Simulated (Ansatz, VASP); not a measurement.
# Cs3C: VASP beside Ansatz

```
Cs C
1.0
     4.15371    2.39815    3.50761
    -4.15371    2.39815    3.50761
     0.00000   -4.79629    3.50761
Cs C
3 1
Direct
  0.50000 0.50000 0.00000
  0.00000 0.50000 0.50000
  0.50000 0.00000 0.50000
  0.00000 0.00000 0.00000
```

Alike in both runs: functional PBE; k mesh 3 × 3 × 3; occupations gaussian, width 0.1 eV; collinear spin.

Ansatz relaxed the structure, and its values are those at the end. VASP's run is a single point on that final structure, the one shown.

```csv
,VASP,Ansatz
version,VASP 6.6.1,Ansatz 0.2.0
potentials or method,"VASP PAW PBE potentials, release 64 (Cs_sv, C), cutoff 520 eV","scalar-relativistic, plane waves, PAW"
valence electrons in the cell,31,31
```

|  | VASP | Ansatz | Ansatz less VASP |
| --- | --- | --- | --- |
| gap on the k mesh at the Fermi level (eV) | none | none | - |
| pressure (GPa) | 0.1 | 0.2 | +0.10 |
| net moment per atom (μB) | 0.52 | 0.64 | +0.122 |
| size of the moment on the site where the two differ most (μB) | 0.87 | 1.95 | +1.083 |

The net moments are unlike, so the other rows may belong to different states. Site moments also hang on the region over which each program counts them. A gap of «none» marks a metal or a gap that the smearing closes.

Spin-orbit coupling is off throughout.
